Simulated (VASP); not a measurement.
# Al8N in VASP: single point with revPBE

Aim: the single point of Al8N with revPBE.

Program: VASP 6.6.1. These are calculated values, not measurements. Logs are shortened: lines on timing, memory, paths and dates and some standing lists are left out, and cuts for length are marked.

## Step 1: The cell of the first run

The cell holds a slab with vacuum, 9 atoms: a = 2.854 Å, b = 2.854 Å, c = 33.476 Å, α = 90.00°, β = 90.00°, γ = 120.00°.

## Step 2: Single point, revPBE

INCAR reads:

```
PREC = Accurate
ENCUT = 520
EDIFF = 1E-6
ISMEAR = 0
SIGMA = 0.1
LREAL = F
LASPH = T
NELM = 120
ALGO = Normal
ISIF = 2
LWAVE = F
LCHARG = T
LDIPOL = T
IDIPOL = 3
DIPOL = 0.5 0.5 0.398
GGA = RE
LELF = T
LVHAR = T
LVACPOTAV = T
NBANDS = 24
GGA_COMPAT = F
NELMDL = -8
```

KPOINTS reads:

```
regular mesh
0
Gamma
  9 9 1
```

POSCAR reads:

```
Al8N
1.0
    2.8543223330      0.0000000000      0.0000000000
   -1.4271611665      2.4719156510      0.0000000000
    0.0000000000      0.0000000000     33.4760593533
Al N
8 1
Direct
    0.3333333333      0.6666666667      0.1194883770
    0.0000000000      0.0000000000      0.1895622803
    0.6666666667      0.3333333333      0.2596361837
    0.0000000000      0.0000000000      0.3297100869
    0.3333333333      0.6666666667      0.3992195594
    0.0000000000      0.0000000000      0.4696536480
    0.6666666667      0.3333333333      0.5400996810
    0.0000000000      0.0000000000      0.6116627748
    0.8888888889     -0.8888888889      0.6621466141
```

Potentials or basis: VASP PAW PBE potentials, release 64 (Al, N).

The run is started by

```bash
$ cat potpaw_PBE.64/Al/POTCAR potpaw_PBE.64/N/POTCAR > POTCAR
$ mpirun -np 1 vasp_std > vasp.out
```

OUTCAR:

```text
PREC = Accurate
   ENCUT = 520
   EDIFF = 1E-6
   ISMEAR = 0
   LREAL = F
   LASPH = T
   NELM = 120
   ISIF = 2
   GGA = RE
   NELMDL = -8

 ion  position               nearest neighbor table
   1  0.333  0.667  0.119-   2 2.87   2 2.87   2 2.87
   2  0.000  0.000  0.190-   1 2.87   1 2.87   1 2.87   3 2.87   3 2.87   3 2.87
   3  0.667  0.333  0.260-   4 2.87   4 2.87   4 2.87   2 2.87   2 2.87   2 2.87
   4  0.000  0.000  0.330-   5 2.85   5 2.85   5 2.85   3 2.87   3 2.87   3 2.87
   5  0.333  0.667  0.399-   4 2.85   4 2.85   4 2.85   6 2.88   6 2.88   6 2.88
   6  0.000  0.000  0.470-   5 2.88   5 2.88   5 2.88   7 2.88   7 2.88   7 2.88
   7  0.667  0.333  0.540-   6 2.88   6 2.88   6 2.88   8 2.91   8 2.91   8 2.91
   8  0.000  0.000  0.612-   9 1.78   7 2.91   7 2.91   7 2.91
   9  0.889  0.111  0.662-   8 1.78

  LATTYP: Found a hexagonal cell.
 ALAT       =     2.8543223330
 C/A-ratio  =    11.7281986573

  Lattice vectors:

 A1 = (   2.8543223330,   0.0000000000,   0.0000000000)
 A2 = (  -1.4271611665,   2.4719156510,   0.0000000000)
 A3 = (   0.0000000000,   0.0000000000,  33.4760593533)

Analysis of symmetry for initial positions (statically):
=====================================================================
 Subroutine PRICEL returns:
 Original cell was already a primitive cell.

 Routine SETGRP: Setting up the symmetry group for a
 hexagonal supercell.

 Subroutine GETGRP returns: Found  2 space group operations
 (whereof  2 operations were pure point group operations)
 out of a pool of 24 trial point group operations.

The static configuration has the point symmetry C_1h.

Analysis of symmetry for dynamics (positions and initial velocities):
=====================================================================
 Subroutine PRICEL returns:
 Original cell was already a primitive cell.

 Routine SETGRP: Setting up the symmetry group for a
 hexagonal supercell.

 Subroutine GETGRP returns: Found  2 space group operations
 (whereof  2 operations were pure point group operations)
 out of a pool of 24 trial point group operations.

The dynamic configuration has the point symmetry C_1h.

 Subroutine INISYM returns: Found  2 space group operations
 (whereof  2 operations are pure point group operations),
 and found     1 'primitive' translations

----------------------------------------------------------------------------------------

                                     Primitive cell

  volume of cell :     236.1952

  direct lattice vectors                    reciprocal lattice vectors
     2.854322333  0.000000000  0.000000000     0.350345856  0.202272274  0.000000000
    -1.427161166  2.471915651  0.000000000     0.000000000  0.404544548  0.000000000
     0.000000000  0.000000000 33.476059353     0.000000000  0.000000000  0.029872094

  length of vectors
     2.854322333  2.854322333 33.476059353     0.404544548  0.404544548  0.029872094

  position of ions in fractional coordinates (direct lattice)
     0.333333333  0.666666667  0.119488377
     0.000000000  0.000000000  0.189562280
     0.666666667  0.333333333  0.259636184
     0.000000000  0.000000000  0.329710087
     0.333333333  0.666666667  0.399219559
     0.000000000  0.000000000  0.469653648
     0.666666667  0.333333333  0.540099681
     0.000000000  0.000000000  0.611662775
     0.888888889  0.111111111  0.662146614

  ion indices of the primitive-cell ions
   primitive index   ion index
                 1           1
                 2           2
                 3           3
                 4           4
                 5           5
                 6           6
                 7           7
                 8           8
                 9           9

----------------------------------------------------------------------------------------

 KPOINTS: regular mesh

Automatic generation of k-mesh.
 Grid dimensions read from file:
 generate k-points for:    9    9    1

 Generating k-lattice:

  Cartesian coordinates                     Fractional coordinates (reciprocal lattice)
     0.038927317  0.022474697  0.000000000     0.111111111 -0.000000000  0.000000000
     0.000000000  0.044949394  0.000000000     0.000000000  0.111111111  0.000000000
     0.000000000  0.000000000  0.029872094     0.000000000  0.000000000  1.000000000

  Length of vectors
     0.044949394  0.044949394  0.029872094

  Shift w.r.t. Gamma in fractional coordinates (k-lattice)
     0.000000000  0.000000000  0.000000000

 Subroutine IBZKPT returns following result:
 ===========================================

 Found     25 irreducible k-points:

 Following reciprocal coordinates:
            Coordinates               Weight
  0.000000  0.000000  0.000000      1.000000
  0.111111  0.000000  0.000000      4.000000
 -0.111111  0.111111  0.000000      2.000000
  0.222222  0.000000  0.000000      4.000000
 -0.222222  0.222222  0.000000      2.000000
  0.333333  0.000000  0.000000      4.000000
[... 16 lines left out ...]
 -0.222222 -0.444444  0.000000      4.000000
  0.444444  0.333333  0.000000      4.000000
   k-points           NKPTS =     25   k-points in BZ     NKDIM =     25   number of bands    NBANDS=     24
   number of dos      NEDOS =    301   number of ions     NIONS =      9
   total plane-waves  NPLWV = 144000
   dimension x,y,z NGX =    24 NGY =   24 NGZ =  250
   dimension x,y,z NGXF=    48 NGYF=   48 NGZF=  500
   ions per type =               8   1
   NGX,Y,Z   is equivalent  to a cutoff of  13.98, 13.98, 12.42 a.u.
   NGXF,Y,Z  is equivalent  to a cutoff of  27.96, 27.96, 24.83 a.u.
 SYSTEM =  unknown system
   PREC   = accura    normal or accurate (medium, high low for compatibility)
   ISTART =      0    job   : 0-new  1-cont  2-samecut
   ICHARG =      2    charge: 1-file 2-atom 10-const
   ISPIN  =      1    spin polarized calculation?
   LNONCOLLINEAR =      F non collinear calculations
   LSORBIT =      F    spin-orbit coupling
   LASPH  =      T    aspherical Exc in radial PAW
   ENCUT  =  520.0 eV  38.22 Ry    6.18 a.u.   5.31  5.31 62.24*2*pi/ulx,y,z
   NELM   =    120;   NELMIN=  2; NELMDL= -8     # of ELM steps
   EDIFF  = 0.1E-05   stopping-criterion for ELM
   LREAL  =      F    real-space projection
   EDIFFG = 0.1E-04   stopping-criterion for IOM
   NSW    =      0    number of steps for IOM
   IBRION =     -1    ionic relax: 0-MD 1-quasi-New 2-CG
   NFREE  =      0    steps in history (QN), initial steepest desc. (CG)
   ISIF   =      2    stress and relaxation
   ISYM   =      2    0-nonsym 1-usesym 2-fastsym
   POTIM  = 0.5000    time-step for ionic-motion
   TEBEG  =    0.0;   TEEND  =   0.0 temperature during run
   PSTRESS=    0.0 pullay stress
   NELECT =      29.0000    total number of electrons
   NUPDOWN=      -1.0000    fix difference up-down
   EMIN   =  10.00;   EMAX   =-10.00  energy-range for DOS
   EFERMI =   0.00;   METHOD = LEGACY
   ISMEAR =     0;   SIGMA  =   0.10  broadening in eV -4-tet -1-fermi 0-gaus
   EFERMI_NEDOS =   21; number of points for ismear=-14 and -15
   IALGO  =     38    algorithm
   IMIX   =      4    mixing-type and parameters
     AMIX     =   0.40;   BMIX     =  1.00
     AMIX_MAG =   1.60;   BMIX_MAG =  1.00
  volume/ion in A,a.u.               =      26.24       177.10
  Fermi-wavevector in a.u.,A,eV,Ry     =   0.813674  1.537621  9.007949  0.662066
  Thomas-Fermi vector in A             =   1.923442
   LORBIT       =      0    0 simple, 1 ext, 2 COOP (PROOUT), +10 PAW based schemes
   GGA     = RE    functional components
   LHFCALC =     F    Hartree Fock is set to
   AEXX    =    0.0000 exact exchange contribution
   IVDW    =     0    specifies the selected vdW correction
   LEPSILON=     F    determine dielectric tensor
   LRPA    =     F    only Hartree local field effects (RPA)
 non-spin polarized calculation
 Gauss-broadening in eV      SIGMA  =   0.10
  energy-cutoff  :      520.00
  volume of cell :      236.20
 maximum number of plane-waves:      6403
 NGX is ok and might be reduce to    24
   NGX = 11   NGY = 11   NGZ =125

 number of electron      28.9999999 magnetization

 dipolmoment           0.000000      0.000000      0.171588 electrons x Angstroem

 Free energy of the ion-electron system (eV)
  ---------------------------------------------------
  ext. energy  EPLUGINS =         0.00000000
  ---------------------------------------------------
  free energy    TOTEN  =       -32.33195784 eV

  energy without entropy =      -32.29976964  energy(sigma->0) =      -32.31586374

 E-fermi :   2.0183     XC(G=0):  -6.5807

 val. band max:        1.9942937651   @ k =   0.1111   0.1111   0.0000
 cond. band min:       2.0372696795   @ k =  -0.2222  -0.4444   0.0000
 fundamental gap:      0.0429759144
 Fermi energy:         2.0183210375

 k-point     1 :       0.0000    0.0000    0.0000
  band No.  band energies     occupation
      1     -12.1007      2.00000
      2      -8.9822      2.00000
      3      -8.6558      2.00000
      4      -8.1622      2.00000
      5      -7.4253      2.00000
      6      -6.5683      2.00000
[... 16 lines left out ...]
     23      11.4210      0.00000
     24      12.4551      0.00000

 k-point     2 :       0.1111    0.0000    0.0000
  band No.  band energies     occupation
      1     -11.9482      2.00000
      2      -8.6837      2.00000
      3      -8.3586      2.00000
      4      -7.8668      2.00000
      5      -7.1325      2.00000
      6      -6.2788      2.00000
[... 16 lines left out ...]
     23       9.8907      0.00000
     24      10.3189      0.00000
[... 565 lines left out ...]
     23       3.6513      0.00000
     24       4.2011      0.00000

 k-point    24 :       0.4444    0.3333    0.0000
  band No.  band energies     occupation
      1     -10.3925      2.00000
      2      -3.4212      2.00000
      3      -3.1249      2.00000
      4      -2.6868      2.00000
      5      -2.0679      2.00000
      6      -1.4654      2.00000
[... 16 lines left out ...]
     23       3.7094      0.00000
     24       4.1602      0.00000

 [... further k-points ...]

------------------------ aborting loop because EDIFF is reached ----------------------------------------

  FORCE on cell =-STRESS in cart. coord.  units (eV):
  Direction    XX          YY          ZZ          XY          YZ          ZX
  --------------------------------------------------------------------------------------
  -------------------------------------------------------------------------------------
  Total       -0.4986985     -0.7298801      1.5572479     -0.2002092      0.7596979     -1.3158349
  in kB       -3.3828104     -4.9509795     10.5632446     -1.3580743      5.1532415     -8.9256731
  external PRESSURE =       0.7431516 kB  Pullay stress =       0.0000000 kB

 VOLUME and BASIS-vectors are now :
 -----------------------------------------------------------------------------
  energy-cutoff  :      520.00
  volume of cell :      236.20
      direct lattice vectors                 reciprocal lattice vectors
     2.854322333  0.000000000  0.000000000     0.350345856  0.202272274  0.000000000
    -1.427161166  2.471915651  0.000000000     0.000000000  0.404544548  0.000000000
     0.000000000  0.000000000 33.476059353     0.000000000  0.000000000  0.029872094

 POSITION                                       TOTAL-FORCE (eV/Angst)
 -----------------------------------------------------------------------------------
     -0.00000      1.64794      4.00000         0.001096     -0.000633     -0.137024
      0.00000      0.00000      6.34580        -0.009143      0.005279      0.048552
      1.42716      0.82397      8.69160         0.005919     -0.003417      0.029843
      0.00000      0.00000     11.03739        -0.008074      0.004661     -0.033151
     -0.00000      1.64794     13.36430        -0.002496      0.001441      0.162797
      0.00000      0.00000     15.72215         0.024968     -0.014415     -0.093536
      1.42716      0.82397     18.08041        -0.078156      0.045124      0.195782
      0.00000      0.00000     20.47606         0.966097     -0.557776     -0.899783
      2.37860      0.27466     22.16606        -0.900210      0.519736      0.726519
 -----------------------------------------------------------------------------------
    total drift:                               -0.000365      0.000210     -0.000368

  FREE ENERGIE OF THE ION-ELECTRON SYSTEM (eV)
  ---------------------------------------------------
  free  energy   TOTEN  =       -32.3319578422 eV

  energy  without entropy=      -32.2997696449  energy(sigma->0) =      -32.31586374

 vacuum level on the upper side and lower side of the slab        10.390         5.977
```

It took 12 min on 1 thread of AMD EPYC 7R43 (Zen 3), shared host; peak memory 0.36 GiB.

Results:

| Quantity | Value |
| --- | --- |
| Free energy | -32.3320 eV |
| Largest force | 1.433 eV/Å |
| Band gap on the k mesh | zero (an odd number of electrons rules out a gap without spin polarisation) |

Forces on the atoms (eV/Å):
```
Al   0.001 -0.001 -0.137
Al  -0.009  0.005  0.049
Al   0.006 -0.003  0.030
Al  -0.008  0.005 -0.033
Al  -0.002  0.001  0.163
Al   0.025 -0.014 -0.094
Al  -0.078  0.045  0.196
Al   0.966 -0.558 -0.900
N   -0.900  0.520  0.727
```

Caveat: the PAW data sets were made with another functional, which shifts forces and pressure a little.
